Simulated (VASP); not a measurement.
NbZn3Ge4P8 (a cell with a defect): single point with PBEsol

The system is NbZn3Ge4P8 (a cell with a defect).

```
Zn Ge P Nb
1.0
     5.42413   -0.00004   -0.00002
    -0.00004    5.42413   -0.00002
    -0.00003   -0.00003   10.70853
Zn Ge P Nb
3 4 8 1
Direct
  0.99959 0.00631 0.99591
  0.01000 0.49063 0.25466
  0.50372 0.00182 0.75072
  0.00037 0.00917 0.49625
  0.49263 0.00372 0.25336
  0.49817 0.51353 0.00305
  0.99343 0.51132 0.75103
  0.25256 0.24424 0.12792
  0.25629 0.25041 0.62699
  0.75582 0.74630 0.12112
  0.75401 0.24899 0.37102
  0.25500 0.76052 0.37845
  0.26117 0.73308 0.87238
  0.75699 0.74992 0.62380
  0.74766 0.25064 0.87338
  0.50095 0.49481 0.49845
```

```yaml
Program: VASP 6.6.1
Task: single point
Functional: PBEsol
Potentials_or_basis: VASP PAW PBE potentials, release 64 (Zn, Ge_d, P, Nb_sv)
Cutoff: 410 eV
k_mesh: 2 × 2 × 2, shifted
Occupations: fermi-dirac, width 0.05 eV
Spin: no spin polarisation
Dipole_correction: no
Charge: 3
Further_INCAR_settings: ALGO = Normal; EDIFF = 1e-06; NBANDS = 86; NELECT = 142.0
```

The largest force is 1.791 eV/Å.

Forces in eV/Å, atoms in the order of the input:
```
Zn   0.278 -0.274  0.065
Zn  -0.015  0.558 -0.773
Zn  -0.056 -0.248  0.434
Ge   0.090 -0.129  0.618
Ge   0.904 -0.474 -1.471
Ge   0.272 -1.388  0.300
Ge   0.345 -0.941  0.796
P   -0.209  0.287 -0.544
P   -1.158 -0.362  0.468
P    0.227  0.662  0.903
P    0.235 -0.544 -0.227
P   -0.747  0.114 -0.393
P   -0.657  1.423 -0.241
P    0.117  0.663 -0.100
P    0.068  0.288  0.054
Nb   0.304  0.364  0.111
```

Levels at points of the mesh, in eV from the Fermi level:
| k point | band 68 | band 69 | band 70 | band 71 | band 72 | band 73 | band 74 | band 75 |
| --- | --- | --- | --- | --- | --- | --- | --- | --- |
| (0.25, 0.25, 0.25) | -1.12 | -0.85 | -0.58 | -0.09 | 0.13 | 0.45 | 1.02 | 1.59 |

It took 2.9 min on 1 thread of Intel(R) Xeon(R) Platinum 8375C CPU @ 2.90GHz (Ice Lake), on a shared host, peak memory 0.32 GiB.

Caveat: the k points lie up to 0.58 Å⁻¹ apart; the cell carries a net charge on a neutralising background, which shifts energy and pressure; the cell is charged against a uniform background, so pressure and absolute levels hang on convention; the PAW data sets were made with another functional, which shifts forces and pressure a little.
